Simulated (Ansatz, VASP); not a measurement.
## Two plane-wave programs on Yb

```
Yb
1.0
     0.00000    2.61516    2.61516
     2.61516    0.00000    2.61516
     2.61516    2.61516    0.00000
Yb
1
Direct
  0.00000 0.00000 0.00000
```

Alike in both runs: task single point; functional PBE; k mesh 10 × 10 × 10; no spin polarisation.

```csv
,VASP,Ansatz
version,VASP 6.6.1,Ansatz 0.2.0
potentials or method,"VASP PAW PBE potentials, release 64 (Yb), cutoff 520 eV","plane waves (420 eV) with PAW, scalar-relativistic"
occupations,"methfessel-paxton of order 1, width 1 eV","cold, width 1 eV"
valence electrons in the cell,24,24
```

VASP gave:

* pressure (GPa): -0.1

Problem. What did Ansatz give for the same quantities?

Solution. Pressure (GPa): 0.0.

Spin-orbit coupling is off throughout.
